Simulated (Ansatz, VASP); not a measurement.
ZnO in VASP and in Ansatz

The input INCAR:

```
PREC     = Accurate       # precision mode
ENCUT    = 520            # plane-wave cutoff, eV
EDIFF    = 1E-7           # SCF threshold, eV
ISMEAR   = -1             # smearing method
SIGMA    = 0.02           # smearing width, eV
LREAL    = F              # projectors in reciprocal space
LASPH    = T              # aspherical terms in the spheres
NELM     = 80             # most SCF steps
ALGO     = Normal         # electronic algorithm
ISIF     = 2              # what is computed and relaxed
LWAVE    = F              # write WAVECAR
LCHARG   = F              # write CHGCAR
GGA      = PE             # functional
NBANDS   = 16             # bands
```

Contents of KPOINTS:

```
Automatic mesh
0
Gamma
  10 10 10
```

Contents of POSCAR:

```
ZnO
1.0
    0.0000000000      2.1444392384      2.1444392384
    2.1444392384      0.0000000000      2.1444392384
    2.1444392384      2.1444392384      0.0000000000
Zn O
1 1
Direct
    0.0000000000      0.0000000000      0.0000000000
    0.5000000000      0.5000000000      0.5000000000
```

Input for Ansatz:

```yaml
crystal:
  lattice:
    - [0.0, 2.1444392384, 2.1444392384]
    - [2.1444392384, 0.0, 2.1444392384]
    - [2.1444392384, 2.1444392384, 0.0]
  atoms:
    - { symbol: Zn, position: [0.0, 0.0, 0.0] }
    - { symbol: O, position: [0.5, 0.5, 0.5] }
kpoints:
  mp_grid: { grid: [10, 10, 10] }
  band_path:
    path:
      - [0.0, 0.0, 0.0]
      - [0.5, 0.0, 0.5]
      - [0.625, 0.25, 0.625]
      - [0.375, 0.375, 0.75]
      - [0.5, 0.5, 0.5]
      - [0.5, 0.25, 0.75]
    npoints: 1
hamiltonian:
  xc: pbe
scf:
  occupations: { method: fermi_dirac, width: 0.02 }
  n_extra_bands: 4
output:
  forces: true
  stress: true
  eigenvalues: true
```

Change from the starting cell: hydrostatic strain +0.5%.

Alike in both runs: task single point; functional PBE; k mesh 10 × 10 × 10; occupations fermi-dirac, width 0.02 eV; no spin polarisation.

|  | VASP | Ansatz |
| --- | --- | --- |
| version | VASP 6.6.1 | Ansatz 0.2.0 |
| potentials or method | VASP PAW PBE potentials, release 64 (Zn, O) | plane waves, PAW |
| plane-wave cutoff (eV) | 520 | 420 |
| valence electrons in the cell | 18 | 18 |

```tsv
	VASP	Ansatz	Ansatz less VASP
gap on the k mesh at the Fermi level (eV)	0.85	0.88	+0.032
pressure (GPa)	6.2	5.1	-1.10
```
